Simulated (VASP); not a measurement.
**WS2: single point with PBE+D3(BJ)**

Crystal: WS2.

```
W S
1.0
    -1.57860   -2.73421    0.00000
     1.57860   -2.73421    0.00000
     0.26310   -0.45570   18.11873
W S
3 6
Cartesian
  0.0000 -5.4684 15.1000
  0.0000 -1.8228 3.0209
  0.0000 -3.6456 9.0605
  0.0000 -5.4684 10.6326
  0.0000 -1.8228 16.6722
  0.0000 -3.6456 4.5931
  0.0000 -5.4684 7.4871
  0.0000 -1.8228 13.5267
  0.0000 -3.6456 1.4475
```

```json
{
 "Program": "VASP 6.6.1",
 "Task": "single point",
 "Functional": "PBE",
 "Dispersion": "D3(BJ)",
 "Potentials or basis": "VASP PAW PBE potentials, release 64 (W_sv, S)",
 "Cutoff": "520 eV",
 "k mesh": "10 × 10 × 2",
 "Occupations": "gaussian, width 0.05 eV",
 "Spin": "no spin polarisation",
 "Dipole correction": "no",
 "Further INCAR settings": "ALGO = Normal; EDIFF = 1e-07; NBANDS = 49"
}
```

```json
{
  "Pressure": "0.1 GPa",
  "Largest force": "0.114 eV/Å",
  "Band gap on the k mesh": "0.95 eV (least direct gap 2.11 eV)",
  "Dispersion energy per atom": "-0.437 eV"
}
```

Forces in eV/Å, atoms in the order of the input:
```
W    0.013 -0.006 -0.011
W   -0.016  0.012  0.006
W    0.000  0.000  0.002
S    0.000  0.000 -0.001
S    0.080 -0.042 -0.062
S    0.002 -0.005  0.002
S    0.000  0.000 -0.001
S    0.001 -0.004 -0.001
S   -0.080  0.045  0.066
```

Stress tensor (GPa, compression positive):
```
 0.12 -0.05 -0.32
-0.05 -0.14  0.18
-0.32  0.18  0.22
```

Levels at points of the mesh, in eV from the valence-band top:
```tsv
k point	band 35	band 36	band 37	band 38	band 39	band 40	band 41	band 42	band 43	band 44
(0.00, 0.00, 0.00)	-2.30	-1.43	-1.35	-0.15	-0.13	2.10	2.13	2.16	2.17	2.19
(0.50, 0.00, 0.00)	-1.96	-1.91	-1.75	-1.72	-1.60	2.21	2.24	2.25	2.58	2.59
(0.00, 0.50, 0.00)	-1.93	-1.91	-1.80	-1.67	-1.66	2.21	2.24	2.25	2.56	2.62
(0.50, 0.50, 0.00)	-1.93	-1.91	-1.78	-1.71	-1.53	2.21	2.24	2.25	2.50	2.59
(0.00, 0.00, 0.50)	-2.30	-2.29	-0.60	-0.58	0.00	2.11	2.14	2.14	2.17	2.21
(0.50, 0.00, 0.50)	-2.02	-1.88	-1.81	-1.66	-1.62	2.22	2.23	2.26	2.51	2.67
(0.00, 0.50, 0.50)	-2.04	-1.86	-1.75	-1.74	-1.63	2.22	2.23	2.26	2.53	2.63
(0.50, 0.50, 0.50)	-2.04	-1.86	-1.84	-1.66	-1.53	2.22	2.23	2.27	2.46	2.64
```

Run time: 13 min on 1 thread of Oxide Virtual Turin-like Processor (shared host), peak memory 0.64 GiB.

Caveat: spin-orbit coupling is left out, which moves the levels of the heavy elements. A k mesh can miss the band edges.
